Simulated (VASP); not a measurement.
Input of a VASP 6.6.1 run:

INCAR

```
PREC = Accurate
ENCUT = 600
EDIFF = 1E-6
ISMEAR = 0
SIGMA = 0.1
LREAL = F
LASPH = T
NELM = 80
ALGO = Normal
ISIF = 3
LWAVE = F
LCHARG = F
GGA = PE
IBRION = 2
NSW = 100
EDIFFG = -0.01
```

The input KPOINTS:

```
Automatic mesh
0
Gamma
  12 12 4
```

The input POSCAR:

```
B2RuN3
1.0
    2.6484300905      0.0000000000      0.0000000000
   -1.3242150453      2.2936077385      0.0000000000
    0.0000000000      0.0000000000      7.4749096487
B Ru N
2 1 3
Direct
    0.6666666667      0.3333333333      0.6119570809
    0.3333333333      0.6666666667      0.3297966701
    0.0000000000      0.0000000000      0.9840937605
    0.6666666667      0.3333333333      0.8183289734
    0.3333333333      0.6666666667      0.5467296176
    0.0000000000      0.0000000000      0.2690938974
```

Potentials or basis: VASP PAW PBE potentials, release 64 (B, Ru_pv, N).

Command:

```sh
$ cat potpaw_PBE.64/B/POTCAR potpaw_PBE.64/Ru_pv/POTCAR potpaw_PBE.64/N/POTCAR > POTCAR
$ mpirun -np 1 vasp_std > vasp.out
```

Estimate the space group after relaxing (to 0.05 Å).

P3m1 (No. 156).

Estimate the relaxed volume.

7.55 Å³/atom.

Step by step:
| step | energy change (eV) | largest force (eV/Å) | pressure (GPa) | volume (Å³) |
| --- | --- | --- | --- | --- |
| 1 | 0.0000 | 0.1373 | -0.90 | 45.41 |
| 2 | 0.0018 | 0.3467 | 1.71 | 45.13 |
| 3 | -0.0005 | 0.0459 | -0.09 | 45.32 |
| 4 | -0.0005 | 0.0320 | 0.13 | 45.27 |
| 5 | -0.0005 | 0.0151 | 0.07 | 45.29 |
| 6 | -0.0005 | 0.0033 | -0.03 | 45.30 |
